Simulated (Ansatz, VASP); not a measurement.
## Na2H5 in VASP and in Ansatz

```
Na H
1.0
     2.13560   -2.62503    0.00000
     2.13560    2.62503    0.00000
     0.00000    0.00000    7.51352
Na H
2 5
Direct
  0.00000 0.00000 0.19046
  0.50000 0.50000 0.78642
  0.50000 0.00000 0.50251
  0.00000 0.50000 0.50251
  0.74991 0.25009 0.50234
  0.25009 0.74991 0.50234
  0.00000 0.00000 0.87524
```

Alike in both runs: task relaxation of cell and atoms; functional PBE; k mesh 12 × 12 × 6; occupations gaussian, width 0.1 eV; no spin polarisation.

```csv
,VASP,Ansatz
version,VASP 6.6.1,Ansatz 0.2.0
potentials or method,"VASP PAW PBE potentials, release 64 (Na_pv, H), cutoff 600 eV","scalar-relativistic, plane waves, PAW"
valence electrons in the cell,19,23
```

```csv
,VASP,Ansatz,Ansatz less VASP
"gap on the k mesh at the Fermi level, each at its own relaxed structure (eV)",none,none,-
relaxed volume (Å³/atom),12.03,12.03,0.000
relaxed cell length with the largest relative difference (Å),3.384,3.384,0.0000
```

A gap of «none» marks a metal or a gap that the smearing closes. VASP's potentials hold 19 valence electrons a cell and Ansatz's 23, so a difference there can come from the potentials and not from the codes.

Noted on VASP's run: the relaxation stopped at its first step, so nothing moved.
